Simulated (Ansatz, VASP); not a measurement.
## One calculation of BN, two programs

```
CELL_PARAMETERS angstrom
2.53704 0.00000 0.00000
-1.26852 2.19714 0.00000
0.00000 0.00000 8.40968
ATOMIC_POSITIONS crystal
B 0.33333 0.66667 0.25000
B 0.66667 0.33333 0.75000
N 0.66667 0.33333 0.25000
N 0.33333 0.66667 0.75000
```

Alike in both runs: task single point; functional PBE; k mesh 9 × 9 × 4; no spin polarisation.

|  | VASP | Ansatz |
| --- | --- | --- |
| version | VASP 6.6.1 | Ansatz 0.2.0 |
| potentials or method | VASP PAW PBE potentials, release 64 (B, N) | plane waves, PAW |
| plane-wave cutoff (eV) | 520 | 420 |
| occupations | gaussian, width 0.01 eV | fixed |
| valence electrons in the cell | 16 | 16 |

|  | VASP | Ansatz | Ansatz less VASP |
| --- | --- | --- | --- |
| gap on the k mesh at the Fermi level (eV) | 4.40 | 4.40 | +0.001 |
| pressure (GPa) | -5.2 | -5.3 | -0.05 |
| traceless stress, the component that is largest in VASP (GPa) | 5.17 | 5.32 | +0.154 |
